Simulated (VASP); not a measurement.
A run of VASP 6.6.1 is set up as follows.

Contents of INCAR:

```
  PREC = Accurate
  ENCUT = 520
  EDIFF = 1E-6
  ISMEAR = -1
  SIGMA = 0.05
  LREAL = F
  LASPH = T
  NELM = 100
  ALGO = Normal
  ISIF = 2
  LWAVE = F
  LCHARG = T
  GGA = CA
  LELF = T
  LVHAR = T
  NBANDS = 20
```

The input KPOINTS:

```
regular mesh
0
Gamma
  10 8 7
```

Contents of POSCAR:

```
Ga
1.0
    2.7597743949      0.0000000000      0.0000000000
    0.0000000000      3.2595839063      0.0000000000
   -1.3344145108      0.0000000000      3.9634920125
Ga
2
Direct
    0.1345962700      0.7500000000      0.7701668300
    0.8654037300      0.2500000000      0.2298331700
```

Potentials or basis: VASP PAW LDA potentials, release 64 (Ga_d).

Launch:

```sh
$ cat potpaw_LDA.64/Ga_d/POTCAR > POTCAR
$ mpirun -np 1 vasp_std > vasp.out
```

Task: Estimate the band gap on the k mesh.

Result: Zero (bands 13 and 14 overlap by 8.40 eV).

Task: Predict the largest force.

Result: 0.073 eV/Å.

Task: Estimate the pressure.

Result: -1.6 GPa.

Stress tensor (GPa, compression positive):
```
-1.07  0.00 -0.41
 0.00 -2.45  0.00
-0.41  0.00 -1.39
```
